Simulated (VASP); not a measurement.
Wanted: the native input for a VASP 6.6.1 run.

```yaml
Task: single point
Functional: PBE
Potentials_or_basis: VASP PAW PBE potentials, release 64 (Se)
Cutoff: 520 eV
k_mesh: 16 × 16 × 13
Occupations: fermi-dirac, width 0.1 eV
Spin: no spin polarisation
Dipole_correction: no
Further_INCAR_settings: ALGO = Normal; EDIFF = 1e-06; NBANDS = 13
```

The structure of Se lies in POSCAR:

```
Se
1.0
    3.8034852428      0.0000000000      0.0000000000
   -1.9017426214      3.2939148432      0.0000000000
    0.0000000000      0.0000000000      3.9956883624
Se
2
Direct
    0.3333333333      0.6666666667      0.2500000000
    0.6666666667      0.3333333333      0.7500000000
```

This isn't the form of Se at room conditions, which is trigonal, of chains.

One way to write it, as run:

INCAR

```
  ALGO = Normal
  EDIFF = 1E-6
  ENCUT = 520
  GGA = PE
  ISIF = 2
  ISMEAR = -1
  LASPH = T
  LCHARG = T
  LELF = T
  LREAL = F
  LVHAR = T
  LWAVE = F
  NBANDS = 13
  NELM = 100
  PREC = Accurate
  SIGMA = 0.1
```

KPOINTS

```
k-points
0
Gamma
  16 16 13
```

Potentials or basis: VASP PAW PBE potentials, release 64 (Se).

Command:

```sh
$ cat potpaw_PBE.64/Se/POTCAR > POTCAR
$ mpirun -np 1 vasp_std > vasp.out
```

Results of the run:

```yaml
Pressure: -5.9 GPa
Band_gap_on_the_k_mesh: zero (bands 6 and 7 overlap by 1.94 eV)
```

Caveat: the cell stands under tension.

It took 3.1 min on 1 thread of Oxide Virtual Turin-like Processor (shared host), peak memory 0.21 GiB.
